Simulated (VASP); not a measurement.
# Pb (C2/c) in VASP: single point with PBEsol

Aim: the single point of Pb with PBEsol.

Program: VASP 6.6.1. These are calculated values, not measurements. Logs are shortened: lines on timing, memory, paths and dates and some standing lists are left out, and cuts for length are marked.

## Step 1: The cell of the first run

It takes space group C2/c (No. 15, monoclinic). The conventional cell has a = 3.303 Å, b = 8.594 Å, c = 4.634 Å, α = 90.00°, β = 108.42°, γ = 90.00°. Within 4.2 Å of Pb (site symmetry 2) lie 10 Pb at 3.18 to 4.03 Å.

## Step 2: Single point, PBEsol

Contents of INCAR:

```
ALGO = Normal
EDIFF = 1E-6
ENCUT = 520
GGA = PS
ISIF = 2
ISMEAR = -1
LASPH = True
LCHARG = False
LREAL = False
LWAVE = False
NBANDS = 21
NELM = 80
PREC = Accurate
SIGMA = 0.1
```

Contents of KPOINTS:

```
k-points
0
Gamma
  18 18 12
```

Contents of POSCAR:

```
Pb
1.0
   -3.0634703096      3.0132140602      1.6510931458
    3.0132140602     -3.0634703096      1.6510931458
    3.1363269075      3.1363269075     -1.7431375585
Pb
2
Direct
    0.9976815058      0.0023184942      0.0000000000
    0.7523184942      0.2476815058      0.5000000000
```

Potentials or basis: VASP PAW PBE potentials, release 64 (Pb_d).

On the command line:

```sh
cat potpaw_PBE.64/Pb_d/POTCAR > POTCAR
mpirun -np 1 vasp_std > vasp.out
```

OUTCAR:

```text
EDIFF = 1E-6
   ENCUT = 520
   GGA = PS
   ISIF = 2
   ISMEAR = -1
   LASPH = True
   LREAL = False
   NELM = 80
   PREC = Accurate

 ion  position               nearest neighbor table
   1  0.998  0.002  0.000-   2 3.18   2 3.18   2 3.19   2 3.19   2 3.87   2 3.87   2 4.03   2 4.03

   2  0.752  0.248  0.500-   1 3.18   1 3.18   1 3.19   1 3.19   1 3.87   1 3.87   1 4.03   1 4.03

  Warning from LATTYP: Got some problem with cell dimensions!
  Tried to take original basis but could not verify dimensions!
  LATTYP: Found a base centered monoclinic cell.
 ALAT       =     3.3029510571
 B/A-ratio  =     2.6018337243
 C/A-ratio  =     1.4031295953
 COS(beta)  =    -0.3160610981

  Lattice vectors:

 A1 = (   3.0634703096,  -3.0132140602,  -1.6510931458)
 A2 = (  -3.0132140602,   3.0634703096,  -1.6510931458)
 A3 = (   3.0860706581,   3.0860706581,   1.5590487331)

Analysis of symmetry for initial positions (statically):
=====================================================================
 Subroutine PRICEL returns:
 Original cell was already a primitive cell.

 Routine SETGRP: Setting up the symmetry group for a
 base centered monoclinic supercell.

 Subroutine GETGRP returns: Found  4 space group operations
 (whereof  2 operations were pure point group operations)
 out of a pool of  4 trial point group operations.

The static configuration has the point symmetry C_2 .
 The point group associated with its full space group is C_2h.

Analysis of symmetry for dynamics (positions and initial velocities):
=====================================================================
 Subroutine PRICEL returns:
 Original cell was already a primitive cell.

 Routine SETGRP: Setting up the symmetry group for a
 base centered monoclinic supercell.

 Subroutine GETGRP returns: Found  4 space group operations
 (whereof  2 operations were pure point group operations)
 out of a pool of  4 trial point group operations.

The dynamic configuration has the point symmetry C_2 .
 The point group associated with its full space group is C_2h.

 Subroutine INISYM returns: Found  4 space group operations
 (whereof  2 operations are pure point group operations),
 and found     1 'primitive' translations

----------------------------------------------------------------------------------------

                                     Primitive cell

  volume of cell :      62.4023

[... 84 lines left out ...]
   LSORBIT =      F    spin-orbit coupling
   LASPH  =      T    aspherical Exc in radial PAW
   ENCUT  =  520.0 eV  38.22 Ry    6.18 a.u.   8.56  8.56  8.86*2*pi/ulx,y,z
   NELM   =     80;   NELMIN=  2; NELMDL= -5     # of ELM steps
   EDIFF  = 0.1E-05   stopping-criterion for ELM
   LREAL  =      F    real-space projection
   EDIFFG = 0.1E-04   stopping-criterion for IOM
   NSW    =      0    number of steps for IOM
   IBRION =     -1    ionic relax: 0-MD 1-quasi-New 2-CG
   NFREE  =      0    steps in history (QN), initial steepest desc. (CG)
   ISIF   =      2    stress and relaxation
   ISYM   =      2    0-nonsym 1-usesym 2-fastsym
   POTIM  = 0.5000    time-step for ionic-motion
   TEBEG  =    0.0;   TEEND  =   0.0 temperature during run
   PSTRESS=    0.0 pullay stress
   NELECT =      28.0000    total number of electrons
   NUPDOWN=      -1.0000    fix difference up-down
   EMIN   =  10.00;   EMAX   =-10.00  energy-range for DOS
   EFERMI =   0.00;   METHOD = LEGACY
   ISMEAR =    -1;   SIGMA  =   0.10  broadening in eV -4-tet -1-fermi 0-gaus
   EFERMI_NEDOS =   21; number of points for ismear=-14 and -15
   IALGO  =     38    algorithm
   IMIX   =      4    mixing-type and parameters
     AMIX     =   0.40;   BMIX     =  1.00
     AMIX_MAG =   1.60;   BMIX_MAG =  1.00
  volume/ion in A,a.u.               =      31.20       210.56
  Fermi-wavevector in a.u.,A,eV,Ry     =   1.253316  2.368424 21.372057  1.570802
  Thomas-Fermi vector in A             =   2.387175
   LORBIT       =      0    0 simple, 1 ext, 2 COOP (PROOUT), +10 PAW based schemes
   GGA     = PS    functional components
   LHFCALC =     F    Hartree Fock is set to
   AEXX    =    0.0000 exact exchange contribution
   IVDW    =     0    specifies the selected vdW correction
   LEPSILON=     F    determine dielectric tensor
   LRPA    =     F    only Hartree local field effects (RPA)
 non-spin polarized calculation
  energy-cutoff  :      520.00
  volume of cell :       62.40
 maximum number of plane-waves:      1704
 NGX is ok and might be reduce to    36
   NGX = 17   NGY = 17   NGZ = 17

 number of electron      27.9999997 magnetization

 Free energy of the ion-electron system (eV)
  ---------------------------------------------------
  ext. energy  EPLUGINS =         0.00000000
  ---------------------------------------------------
  free energy    TOTEN  =        -7.73874244 eV

  energy without entropy =       -7.69740811  energy(sigma->0) =       -7.71807528

 E-fermi :   6.5667     XC(G=0): -10.1474

 val. band max:        6.5662976308   @ k =  -0.0556   0.1111   0.1667
 cond. band min:       6.5667331970   @ k =  -0.1667   0.3333   0.1667
 fundamental gap:      0.0004355663
 Fermi energy:         6.5666785657

 k-point     1 :       0.0000    0.0000    0.0000
  band No.  band energies     occupation
      1     -10.5606      2.00000
      2     -10.4390      2.00000
      3     -10.3852      2.00000
      4     -10.3776      2.00000
      5     -10.0970      2.00000
      6     -10.0970      2.00000
[... 565 lines left out ...]
     20      14.7569      0.00000
     21      15.0169      0.00000

 [... further k-points ...]

------------------------ aborting loop because EDIFF is reached ----------------------------------------

  FORCE on cell =-STRESS in cart. coord.  units (eV):
  Direction    XX          YY          ZZ          XY          YZ          ZX
  --------------------------------------------------------------------------------------
  -------------------------------------------------------------------------------------
  Total        0.0305576      0.0305576     -0.0834614     -0.0537433      0.0328905      0.0328905
  in kB        0.7845663      0.7845663     -2.1428711     -1.3798593      0.8444627      0.8444638
  external PRESSURE =      -0.1912462 kB  Pullay stress =       0.0000000 kB

 VOLUME and BASIS-vectors are now :
 -----------------------------------------------------------------------------
  energy-cutoff  :      520.00
  volume of cell :       62.40
      direct lattice vectors                 reciprocal lattice vectors
    -3.063470310  3.013214060  1.651093146     0.002590968  0.167154394  0.305413043
     3.013214060 -3.063470310  1.651093146     0.167154394  0.002590968  0.305413043
     3.136326907  3.136326907 -1.743137558     0.160782150  0.160782150  0.004893914

 POSITION                                       TOTAL-FORCE (eV/Angst)
 -----------------------------------------------------------------------------------
     -3.04938      2.99913      1.65109        -0.002043      0.002043      0.000000
      0.00978      3.07630      0.77952         0.002043     -0.002043     -0.000000
 -----------------------------------------------------------------------------------
    total drift:                               -0.000000      0.000000     -0.000000

  FREE ENERGIE OF THE ION-ELECTRON SYSTEM (eV)
  ---------------------------------------------------
  free  energy   TOTEN  =        -7.7387424394 eV

  energy  without entropy=       -7.6974081119  energy(sigma->0) =       -7.71807528
```

stdout:

```text
POSCAR found type information on POSCAR Pb
 POSCAR found :  1 types and       2 ions
 scaLAPACK will be used
 -----------------------------------------------------------------------------
|                                                                             |
|                                                                             |
|     You enforced a specific xc type in the INCAR file but a different       |
|     I HOPE YOU KNOW WHAT YOU ARE DOING!                                     |
|                                                                             |
 -----------------------------------------------------------------------------

 LDA part: xc-table for (Slater+PW92), standard interpolation
 POSCAR, INCAR and KPOINTS ok, starting setup
 FFT: planning ... GRIDC
 FFT: planning ... GRID_SOFT
 FFT: planning ... GRID
 WAVECAR not read
 entering main loop
```

Run time: 17 min. Hardware: 1 thread of Oxide Virtual Turin-like, shared host; peak memory 1 GiB.

What came out:

- Free energy: -7.7387 eV
- Pressure: 0.0 GPa
- Band gap on the k mesh: zero (bands 14 and 15 overlap by 3.57 eV)

Forces on the atoms (eV/Å):
```
Pb  -0.002  0.002  0.000
Pb   0.002 -0.002  0.000
```

Caveat: the PAW data sets were made with another functional, which shifts forces and pressure a little; spin-orbit coupling is left out, which moves the levels of the heavy elements.
